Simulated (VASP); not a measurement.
Wanted: the native input for a VASP 6.6.1 run.

```yaml
Task: relaxation of cell and atoms
Functional: PBE
Potentials_or_basis: VASP PAW PBE potentials, release 64 (Mg, W_sv, O)
Cutoff: 600 eV
k_mesh: 8 × 8 × 8
Occupations: gaussian, width 0.1 eV
Spin: no spin polarisation
Dipole_correction: no
Further_INCAR_settings: ALGO = Normal; EDIFF = 1e-06; IBRION = 2; EDIFFG = -0.01; NSW = 100; ISIF = 3
```

The structure of Mg2WO4 lies in POSCAR:

```
Mg2WO4
1.0
    0.0000000000      3.9967859649      3.9967859649
    3.9967859649      0.0000000000      3.9967859649
    3.9967859649      3.9967859649      0.0000000000
Mg W O
2 1 4
Direct
    0.0000000000      0.0000000000      0.0000000000
    0.2500000000      0.2500000000      0.2500000000
    0.5000000000      0.5000000000      0.5000000000
    0.6291366224      0.1125901329      0.6291366224
    0.6291366224      0.6291366224      0.6291366224
    0.1125901329      0.6291366224      0.6291366224
    0.6291366224      0.6291366224      0.1125901329
```

These files were run (other wordings do the same):

INCAR

```
  ALGO = Normal
  EDIFF = 1E-6
  EDIFFG = -0.01
  ENCUT = 600
  GGA = PE
  IBRION = 2
  ISIF = 3
  ISMEAR = 0
  LASPH = True
  LCHARG = False
  LREAL = False
  LWAVE = False
  NELM = 100
  NSW = 100
  PREC = Accurate
  SIGMA = 0.1
```

KPOINTS

```
k-points
0
Gamma
  8 8 8
```

Potentials or basis: VASP PAW PBE potentials, release 64 (Mg, W_sv, O).

Run with:

```console
$ cat potpaw_PBE.64/Mg/POTCAR potpaw_PBE.64/W_sv/POTCAR potpaw_PBE.64/O/POTCAR > POTCAR
$ mpirun -np 1 vasp_std > vasp.out
```

It gave:

```
Relaxed volume                         : 18.35 Å³/atom
Relaxed cell                           : a = 5.663 Å, b = 5.663 Å, c = 5.663 Å, α = 60.00°, β = 60.00°, γ = 60.00°
Space group after relaxing (to 0.05 Å) : F-43m (No. 216)
Energy gained by relaxing              : 1.1 meV/atom
Ionic steps                            : 4
Pressure after relaxing                : 0.1 GPa
Largest force after relaxing           : 0.009 eV/Å
Band gap on the k mesh                 : zero (band 21 reaches 1.88 eV, above the bottom of band 22 at 1.73 eV)
```

Caveat: spin-orbit coupling is left out, which moves the levels of the heavy elements.

It took 5.1 min on 1 thread of Intel(R) Xeon(R) Platinum 8259CL CPU @ 2.50GHz (Skylake/Cascade Lake), with other jobs on the host, peak memory 0.4 GiB.
